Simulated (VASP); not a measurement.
HC4, 20 atoms in the cell. The cell holds a slab with vacuum, 20 atoms: a = 2.513 Å, b = 3.554 Å, c = 24.295 Å, α = 90.00°, β = 90.00°, γ = 90.00°. 

```yaml
Program: VASP 6.6.1
Task: single point
Functional: PBEsol
Potentials_or_basis: VASP PAW PBE potentials, release 64 (C, H)
Cutoff: 520 eV
k_mesh: 1 × 1 × 2
Occupations: fermi-dirac, width 0.05 eV
Spin: no spin polarisation
Dipole_correction: no
Charge: 6
Further_INCAR_settings: LREAL = Auto; ALGO = Normal; EDIFF = 1e-06; NBANDS = 50; NELECT = 62.0
```

Potentials or basis: VASP PAW PBE potentials, release 64 (C, H).

Run with:

```console
$ cat potpaw_PBE.64/C/POTCAR potpaw_PBE.64/H/POTCAR > POTCAR
$ mpirun -np 1 vasp_std > vasp.out
```

Hardware: 1 thread of Intel(R) Xeon(R) Platinum 8259CL CPU @ 2.50GHz (Skylake/Cascade Lake), with other jobs on the host.

**Question.** Estimate the wall time of this run.

**Answer.** Run time: 77 s on 1 thread of Intel(R) Xeon(R) Platinum 8259CL CPU @ 2.50GHz (Skylake/Cascade Lake), with other jobs on the host, peak memory 0.3 GiB. Counts: scf iterations 30, k points 2.
